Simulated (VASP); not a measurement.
Set up this calculation in VASP 6.6.1, as the native input.

* Task: single point
* Functional: PBE
* Potentials or basis: VASP PAW PBE potentials, release 64 (Zn, S)
* Cutoff: 500 eV
* k mesh: 6 × 6 × 6
* Occupations: tetrahedron
* Spin: no spin polarisation
* Dipole correction: no
* Further INCAR settings: ALGO = Normal; EDIFF = 1e-06; NBANDS = 16

The structure of ZnS lies in POSCAR:

```
ZnS
1.0
    0.0000000000      2.6936828773      2.6936828773
    2.6936828773      0.0000000000      2.6936828773
    2.6936828773      2.6936828773      0.0000000000
Zn S
1 1
Direct
    0.0000000000      0.0000000000      0.0000000000
    0.2500000000      0.2500000000      0.2500000000
```

The input as run:

INCAR

```
PREC = Accurate ; ENCUT = 500
EDIFF = 1E-6 ; ISMEAR = -4
SIGMA = 0.1 ; LREAL = False
LASPH = True ; NELM = 120
ALGO = Normal ; ISIF = 2
LWAVE = False ; LCHARG = False
GGA = PE ; NBANDS = 16
GGA_COMPAT = False
```

KPOINTS

```
regular mesh
0
Gamma
  6 6 6
```

Potentials or basis: VASP PAW PBE potentials, release 64 (Zn, S).

Run with:

```console
$ cat potpaw_PBE.64/Zn/POTCAR potpaw_PBE.64/S/POTCAR > POTCAR
$ mpirun -np 1 vasp_std > vasp.out
```

Results of the run:

```json
{
 "Pressure": "2.5 GPa",
 "Band gap on the k mesh": "2.15 eV, direct"
}
```

Run time: 6 s on 1 thread of Intel(R) Xeon(R) 6975P-C (Granite Rapids), on a shared host, peak memory 0.15 GiB.
